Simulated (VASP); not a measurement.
**SrC2: single point with LDA**

The system is SrC2.

```
CELL_PARAMETERS angstrom
-2.01136 2.01136 3.35615
2.01136 -2.01136 3.35615
2.01136 2.01136 -3.35615
ATOMIC_POSITIONS crystal
Sr 0.00000 0.00000 0.00000
C 0.40670 0.40670 0.00000
C 0.59330 0.59330 0.00000
```

```json
{
 "Program": "VASP 6.6.1",
 "Task": "single point",
 "Functional": "LDA",
 "Potentials or basis": "VASP PAW LDA potentials, release 64 (Sr_sv, C)",
 "Cutoff": "520 eV",
 "k mesh": "10 × 10 × 10",
 "Occupations": "gaussian, width 0.01 eV",
 "Spin": "no spin polarisation",
 "Dipole correction": "no",
 "Further INCAR settings": "ALGO = Normal; EDIFF = 1e-06; NBANDS = 16"
}
```

```
Pressure               : -0.7 GPa
Largest force          : 0.094 eV/Å
Band gap on the k mesh : 1.32 eV (least direct gap 2.19 eV)
```

Forces on the atoms (eV/Å):
```
Sr   0.000  0.000  0.000
C    0.000  0.000 -0.094
C    0.000  0.000  0.094
```

Stress tensor (GPa, compression positive):
```
-0.86  0.00  0.00
 0.00 -0.86  0.00
 0.00  0.00 -0.45
```

Levels at points of the mesh, in eV from the valence-band top:
```
           k point  band 5  band 6  band 7  band 8  band 9  band 10  band 11  band 12  band 13  band 14
(0.00, 0.00, 0.00)  -12.40   -2.34   -2.17   -0.90   -0.90     3.33     3.33     4.40     5.44     6.78
(0.50, 0.00, 0.00)  -11.72   -3.81   -2.27   -1.81   -0.35     4.79     5.87     6.48     7.09     7.30
(0.50, 0.50, 0.00)  -12.22   -2.64   -1.97   -1.22   -0.87     1.32     5.93     7.55     8.78     8.98
(0.50, 0.50, 0.50)  -12.24   -3.60   -1.28   -1.28   -0.04     3.12     6.10     6.87     6.87     7.44
```

Run time: 84 s on 1 thread of AMD EPYC 9R45 96-Core Processor (Zen 5), with other jobs on the host, peak memory 0.2 GiB.

A k mesh can miss the band edges.
